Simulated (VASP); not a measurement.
A run of VASP 6.6.1 is set up as follows.

Contents of INCAR:

```
ALGO = Normal ; EDIFF = 1E-6
ENCUT = 520 ; GGA = PE
ISIF = 2 ; ISMEAR = -1
LASPH = T ; LCHARG = F
LREAL = F ; LWAVE = F
NBANDS = 15 ; NELM = 60
PREC = Accurate ; SIGMA = 0.08
```

Contents of KPOINTS:

```
k-points
0
Gamma
  12 12 12
```

File POSCAR:

```
CaSe
1.0
    0.0000000000      2.2828093150      2.2828093150
    2.2828093150      0.0000000000      2.2828093150
    2.2828093150      2.2828093150      0.0000000000
Ca Se
1 1
Direct
    0.0000000000      0.0000000000      0.0000000000
    0.5000000000      0.5000000000      0.5000000000
```

Potentials or basis: VASP PAW PBE potentials, release 64 (Ca_sv, Se).

Launch:

```bash
$ cat potpaw_PBE.64/Ca_sv/POTCAR potpaw_PBE.64/Se/POTCAR > POTCAR
$ mpirun -np 1 vasp_std > vasp.out
```

**Question.** What does it give for the band gap on the k mesh?

**Answer.** Zero (bands 8 and 9 overlap by 1.57 eV).

**Question.** Estimate the pressure.

**Answer.** 184.0 GPa.

Caveat: the cell stands under pressure.
